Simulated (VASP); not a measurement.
# HfN (Cm) in VASP: notebook

HfN is run at these levels: PBEsol; tasks: single point.

Everything below comes from runs of VASP 6.6.1. Logs are shortened: lines on timing, memory, paths and dates and some standing lists are left out, and cuts for length are marked.

**1. The cell of the first run**

The structure is monoclinic, space group Cm (No. 8). The conventional cell has a = 5.961 Å, b = 3.442 Å, c = 3.442 Å, α = 90.00°, β = 125.26°, γ = 90.00°. Hf (site symmetry m) has 4 N at 1.98 to 2.24 Å within 2.6 Å. Within 2.6 Å of N (site symmetry m) lie 4 Hf at 1.98 to 2.24 Å.

**2. Single point, PBEsol (atoms displaced along a vibrational mode)**

The input, INCAR:

```
ALGO = Normal
EDIFF = 1E-6
ENCUT = 520
GGA = PS
ISIF = 2
ISMEAR = 0
LASPH = True
LCHARG = False
LREAL = False
LWAVE = False
NBANDS = 23
NELM = 100
PREC = Accurate
SIGMA = 0.15
```

The input, KPOINTS:

```
k-points
0
Gamma
  18 18 12
```

The input, POSCAR:

```
HfN
1.0
    0.0000000000     -2.4335341244     -2.4335341244
    0.0000000000      2.4335341244     -2.4335341244
    4.8670682487      0.0000000000      0.0000000000
Hf N
2 2
Direct
    0.5034203845      0.5000000000      0.5000000000
    0.0034203845      0.0000000000      0.0000000000
   -0.0435851777      0.5000000000      0.2500000000
    0.4564148223      0.0000000000      0.7500000000
```

Potentials or basis: VASP PAW PBE potentials, release 64 (Hf_pv, N).

Launch:

```sh
$ cat potpaw_PBE.64/Hf_pv/POTCAR potpaw_PBE.64/N/POTCAR > POTCAR
$ mpirun -np 1 vasp_std > vasp.out
```

OUTCAR:

```text
EDIFF = 1E-6
   ENCUT = 520
   GGA = PS
   ISIF = 2
   ISMEAR = 0
   LASPH = True
   LREAL = False
   NELM = 100
   PREC = Accurate

 ion  position               nearest neighbor table
   1  0.503  0.500  0.500-   3 1.98   4 2.11   4 2.11   3 2.24   2 3.44   2 3.44   2 3.44   2 3.44
                             2 3.44   2 3.44   2 3.44   2 3.44
   2  0.003  0.000  0.000-   4 1.98   3 2.11   3 2.11   4 2.24   1 3.44   1 3.44   1 3.44   1 3.44
                             1 3.44   1 3.44   1 3.44   1 3.44
   3  0.956  0.500  0.250-   1 1.98   2 2.11   2 2.11   1 2.24
   4  0.456  0.000  0.750-   2 1.98   1 2.11   1 2.11   2 2.24

  LATTYP: Found a simple tetragonal cell.
 ALAT       =     3.4415369632
 C/A-ratio  =     1.4142135623

  Lattice vectors:

 A1 = (   0.0000000000,  -2.4335341244,  -2.4335341244)
 A2 = (   0.0000000000,   2.4335341244,  -2.4335341244)
 A3 = (   4.8670682487,   0.0000000000,   0.0000000000)

Analysis of symmetry for initial positions (statically):
=====================================================================
 Subroutine PRICEL returns following result:

  LATTYP: Found a face centered cubic cell.
 ALAT       =     4.8670682487

  Lattice vectors:

 A1 = (  -2.4335341243,   0.0000000000,   2.4335341244)
 A2 = (  -2.4335341244,  -2.4335341244,   0.0000000000)
 A3 = (   0.0000000000,  -2.4335341244,   2.4335341244)

   2 primitive cells build up your supercell.

 Routine SETGRP: Setting up the symmetry group for a
 simple tetragonal supercell.

 Subroutine GETGRP returns: Found  2 space group operations
 (whereof  2 operations were pure point group operations)
 out of a pool of 16 trial point group operations.

The static configuration has the point symmetry C_1h.

Analysis of symmetry for dynamics (positions and initial velocities):
=====================================================================
 Subroutine PRICEL returns following result:

  LATTYP: Found a face centered cubic cell.
 ALAT       =     4.8670682487

  Lattice vectors:

 A1 = (  -2.4335341243,   0.0000000000,   2.4335341244)
 A2 = (  -2.4335341244,  -2.4335341244,   0.0000000000)
 A3 = (   0.0000000000,  -2.4335341244,   2.4335341244)

   2 primitive cells build up your supercell.

 Routine SETGRP: Setting up the symmetry group for a
 simple tetragonal supercell.

 Subroutine GETGRP returns: Found  2 space group operations
 (whereof  2 operations were pure point group operations)
 out of a pool of 16 trial point group operations.

The dynamic configuration has the point symmetry C_1h.

 Subroutine INISYM returns: Found  2 space group operations
 (whereof  2 operations are pure point group operations),
 and found     2 'primitive' translations

----------------------------------------------------------------------------------------

                                     Primitive cell

  volume of cell :      28.8232

  direct lattice vectors                    reciprocal lattice vectors
    -2.433534124  0.000000000  2.433534124    -0.205462498  0.205462498  0.205462498
    -2.433534124 -2.433534124  0.000000000    -0.205462498 -0.205462498 -0.205462498
     0.000000000 -2.433534124  2.433534124     0.205462498 -0.205462498  0.205462498

  length of vectors
     3.441536963  3.441536963  3.441536963     0.355871485  0.355871485  0.355871485

  position of ions in fractional coordinates (direct lattice)
     0.996579615  0.003420385  0.000000000
     0.793585178  0.706414822  0.750000000

  ion indices of the primitive-cell ions
   primitive index   ion index
                 1           1
                 2           3

----------------------------------------------------------------------------------------

 KPOINTS: k-points

Automatic generation of k-mesh.
 Grid dimensions read from file:
 generate k-points for:   18   18   12

 Generating k-lattice:

  Cartesian coordinates                     Fractional coordinates (reciprocal lattice)
     0.000000000 -0.011414583 -0.011414583     0.055555556  0.000000000  0.000000000
     0.000000000  0.011414583 -0.011414583     0.000000000  0.055555556  0.000000000
     0.017121875  0.000000000  0.000000000     0.000000000  0.000000000  0.083333333

  Length of vectors
     0.016142658  0.016142658  0.017121875

  Shift w.r.t. Gamma in fractional coordinates (k-lattice)
     0.000000000  0.000000000  0.000000000

 Subroutine IBZKPT returns following result:
 ===========================================

 Found   1100 irreducible k-points:

 Following reciprocal coordinates:
            Coordinates               Weight
  0.000000  0.000000  0.000000      1.000000
  0.055556  0.000000  0.000000      2.000000
  0.000000  0.055556  0.000000      2.000000
  0.111111  0.000000  0.000000      2.000000
  0.000000  0.111111  0.000000      2.000000
  0.166667  0.000000  0.000000      2.000000
[... 16 lines left out ...]
  0.166667  0.055556  0.000000      4.000000
 -0.055556  0.166667  0.000000      4.000000
 [... further k-points ...]
   k-points           NKPTS =   1100   k-points in BZ     NKDIM =   1100   number of bands    NBANDS=     23
   number of dos      NEDOS =    301   number of ions     NIONS =      4
   total plane-waves  NPLWV =  28224
   dimension x,y,z NGX =    28 NGY =   28 NGZ =   36
   dimension x,y,z NGXF=    56 NGYF=   56 NGZF=   72
   ions per type =               2   2
   NGX,Y,Z   is equivalent  to a cutoff of  13.53, 13.53, 12.30 a.u.
   NGXF,Y,Z  is equivalent  to a cutoff of  27.05, 27.05, 24.59 a.u.
 SYSTEM =  unknown system
   PREC   = accura    normal or accurate (medium, high low for compatibility)
   ISTART =      0    job   : 0-new  1-cont  2-samecut
   ICHARG =      2    charge: 1-file 2-atom 10-const
   ISPIN  =      1    spin polarized calculation?
   LNONCOLLINEAR =      F non collinear calculations
   LSORBIT =      F    spin-orbit coupling
   LASPH  =      T    aspherical Exc in radial PAW
   ENCUT  =  520.0 eV  38.22 Ry    6.18 a.u.   6.40  6.40  9.05*2*pi/ulx,y,z
   NELM   =    100;   NELMIN=  2; NELMDL= -5     # of ELM steps
   EDIFF  = 0.1E-05   stopping-criterion for ELM
   LREAL  =      F    real-space projection
   EDIFFG = 0.1E-04   stopping-criterion for IOM
   NSW    =      0    number of steps for IOM
   IBRION =     -1    ionic relax: 0-MD 1-quasi-New 2-CG
   NFREE  =      0    steps in history (QN), initial steepest desc. (CG)
   ISIF   =      2    stress and relaxation
   ISYM   =      2    0-nonsym 1-usesym 2-fastsym
   POTIM  = 0.5000    time-step for ionic-motion
   TEBEG  =    0.0;   TEEND  =   0.0 temperature during run
   PSTRESS=    0.0 pullay stress
   NELECT =      30.0000    total number of electrons
   NUPDOWN=      -1.0000    fix difference up-down
   EMIN   =  10.00;   EMAX   =-10.00  energy-range for DOS
   EFERMI =   0.00;   METHOD = LEGACY
   ISMEAR =     0;   SIGMA  =   0.15  broadening in eV -4-tet -1-fermi 0-gaus
   EFERMI_NEDOS =   21; number of points for ismear=-14 and -15
   IALGO  =     38    algorithm
   IMIX   =      4    mixing-type and parameters
     AMIX     =   0.40;   BMIX     =  1.00
     AMIX_MAG =   1.60;   BMIX_MAG =  1.00
  volume/ion in A,a.u.               =      14.41        97.25
  Fermi-wavevector in a.u.,A,eV,Ry     =   1.316814  2.488418 23.592495  1.733999
  Thomas-Fermi vector in A             =   2.446900
   LORBIT       =      0    0 simple, 1 ext, 2 COOP (PROOUT), +10 PAW based schemes
   GGA     = PS    functional components
   LHFCALC =     F    Hartree Fock is set to
   AEXX    =    0.0000 exact exchange contribution
   IVDW    =     0    specifies the selected vdW correction
   LEPSILON=     F    determine dielectric tensor
   LRPA    =     F    only Hartree local field effects (RPA)
 non-spin polarized calculation
 Gauss-broadening in eV      SIGMA  =   0.15
  energy-cutoff  :      520.00
  volume of cell :       57.65
 maximum number of plane-waves:      1578
 NGX is ok and might be reduce to    28
   NGX = 13   NGY = 13   NGZ = 19

 number of electron      30.0000002 magnetization

 Free energy of the ion-electron system (eV)
  ---------------------------------------------------
  ext. energy  EPLUGINS =         0.00000000
  ---------------------------------------------------
  free energy    TOTEN  =       -44.20435800 eV

  energy without entropy =      -44.18888042  energy(sigma->0) =      -44.19661921

 E-fermi :   5.7644     XC(G=0): -11.5159

 val. band max:        5.7617212663   @ k =   0.3889   0.0556   0.3333
 cond. band min:       5.7648844652   @ k =  -0.0556   0.2222   0.3333
 fundamental gap:      0.0031631989
 Fermi energy:         5.7644333198

 k-point     1 :       0.0000    0.0000    0.0000
  band No.  band energies     occupation
      1     -25.6985      2.00000
      2     -25.3319      2.00000
      3     -25.3221      2.00000
      4     -25.1902      2.00000
      5     -25.1425      2.00000
      6     -25.1320      2.00000
[... 15 lines left out ...]
     22      10.6775      0.00000
     23      11.5983      0.00000

 k-point     2 :       0.0556    0.0000    0.0000
  band No.  band energies     occupation
      1     -25.6946      2.00000
      2     -25.3380      2.00000
      3     -25.3202      2.00000
      4     -25.1983      2.00000
      5     -25.1433      2.00000
      6     -25.1373      2.00000
[... 15 lines left out ...]
     22      10.8211      0.00000
     23      11.6019      0.00000

 k-point     3 :       0.0000    0.0556    0.0000
  band No.  band energies     occupation
      1     -25.6942      2.00000
      2     -25.3300      2.00000
      3     -25.3287      2.00000
      4     -25.1922      2.00000
      5     -25.1530      2.00000
      6     -25.1337      2.00000
[... 15 lines left out ...]
     22      10.8468      0.00000
     23      11.6622      0.00000

 k-point     4 :       0.1111    0.0000    0.0000
  band No.  band energies     occupation
      1     -25.6834      2.00000
      2     -25.3551      2.00000
      3     -25.3146      2.00000
      4     -25.2238      2.00000
      5     -25.1507      2.00000
      6     -25.1457      2.00000
[... 15 lines left out ...]
     22      11.1622      0.00000
     23      11.6087      0.00000

 k-point     5 :       0.0000    0.1111    0.0000
  band No.  band energies     occupation
      1     -25.6816      2.00000
      2     -25.3472      2.00000
      3     -25.3243      2.00000
      4     -25.1992      2.00000
      5     -25.1825      2.00000
      6     -25.1385      2.00000
[... 15 lines left out ...]
     22      11.1264      0.00000
     23      11.8304      0.00000

 k-point     6 :       0.1667    0.0000    0.0000
  band No.  band energies     occupation
      1     -25.6663      2.00000
      2     -25.3796      2.00000
      3     -25.3055      2.00000
      4     -25.2667      2.00000
      5     -25.1685      2.00000
      6     -25.1498      2.00000
[... 15 lines left out ...]
     22      11.5393      0.00000
     23      11.6055      0.00000

 k-point     7 :       0.0000    0.1667    0.0000
  band No.  band energies     occupation
      1     -25.6618      2.00000
      2     -25.3744      2.00000
      3     -25.3153      2.00000
      4     -25.2322      2.00000
      5     -25.2067      2.00000
      6     -25.1461      2.00000
[... 353 lines left out ...]
     22      11.0204      0.00000
     23      11.6644      0.00000

 k-point    21 :       0.1111    0.0556    0.0000
  band No.  band energies     occupation
      1     -25.6794      2.00000
      2     -25.3551      2.00000
      3     -25.3193      2.00000
      4     -25.2269      2.00000
      5     -25.1580      2.00000
      6     -25.1490      2.00000
[... 15 lines left out ...]
     22      11.3463      0.00000
     23      11.6679      0.00000

 k-point    22 :      -0.0556    0.1111    0.0000
  band No.  band energies     occupation
      1     -25.6781      2.00000
      2     -25.3487      2.00000
      3     -25.3271      2.00000
      4     -25.2100      2.00000
      5     -25.1807      2.00000
      6     -25.1431      2.00000
[... 15 lines left out ...]
     22      11.3188      0.00000
     23      11.8290      0.00000

 k-point    23 :       0.1667    0.0556    0.0000
  band No.  band energies     occupation
      1     -25.6627      2.00000
      2     -25.3796      2.00000
      3     -25.3103      2.00000
      4     -25.2701      2.00000
      5     -25.1717      2.00000
      6     -25.1563      2.00000
[... 15 lines left out ...]
     22      11.6596      0.00000
     23      11.6899      0.00000

 k-point    24 :      -0.0556    0.1667    0.0000
  band No.  band energies     occupation
      1     -25.6586      2.00000
      2     -25.3749      2.00000
      3     -25.3191      2.00000
      4     -25.2408      2.00000
      5     -25.2066      2.00000
      6     -25.1507      2.00000
[... 15 lines left out ...]
     22      11.6262      0.00000
     23      12.0450      0.00000

 [... further k-points ...]

------------------------ aborting loop because EDIFF is reached ----------------------------------------

  FORCE on cell =-STRESS in cart. coord.  units (eV):
  Direction    XX          YY          ZZ          XY          YZ          ZX
  --------------------------------------------------------------------------------------
  -------------------------------------------------------------------------------------
  Total        0.9948517      0.6419611      0.6419611      2.7531509      0.7706712      2.7531502
  in kB       27.6500955     17.8421406     17.8421406     76.5188232     21.4194044     76.5188030
  external PRESSURE =      21.1114589 kB  Pullay stress =       0.0000000 kB

 VOLUME and BASIS-vectors are now :
 -----------------------------------------------------------------------------
  energy-cutoff  :      520.00
  volume of cell :       57.65
      direct lattice vectors                 reciprocal lattice vectors
     0.000000000 -2.433534124 -2.433534124     0.000000000 -0.205462498 -0.205462498
     0.000000000  2.433534124 -2.433534124     0.000000000  0.205462498 -0.205462498
     4.867068249  0.000000000  0.000000000     0.205462498  0.000000000  0.000000000

 POSITION                                       TOTAL-FORCE (eV/Angst)
 -----------------------------------------------------------------------------------
      2.43353     -0.00832     -2.44186         0.491160      1.510496      1.510496
      0.00000     -0.00832     -0.00832         0.491160      1.510496      1.510496
      1.21677     -1.11070     -3.54424        -0.491160     -1.510496     -1.510496
      3.65030     -1.11070     -1.11070        -0.491160     -1.510496     -1.510496
 -----------------------------------------------------------------------------------
    total drift:                                0.000016      0.000194      0.000194

  FREE ENERGIE OF THE ION-ELECTRON SYSTEM (eV)
  ---------------------------------------------------
  free  energy   TOTEN  =       -44.2043579966 eV

  energy  without entropy=      -44.1888804156  energy(sigma->0) =      -44.19661921
```

It took 9.5 min on 1 thread of Intel Xeon 6975P-C (Granite Rapids), shared host; peak memory 1.2 GiB.

What came out:

- Free energy: -44.2044 eV
- Pressure: 2.1 GPa
- Largest force: 2.192 eV/Å
- Band gap on the k mesh: zero (bands 15 and 16 overlap by 2.90 eV)

Forces in eV/Å, atoms in the order of the input:
```
Hf   0.491  1.510  1.510
Hf   0.491  1.510  1.510
N   -0.491 -1.510 -1.510
N   -0.491 -1.510 -1.510
```

Caveat: the cell differs from its parent crystal (atoms displaced along a vibrational mode); the PAW data sets were made with another functional, which shifts forces and pressure a little; spin-orbit coupling is left out, which moves the levels of the heavy elements.

(Continued in part 2 of 2.)
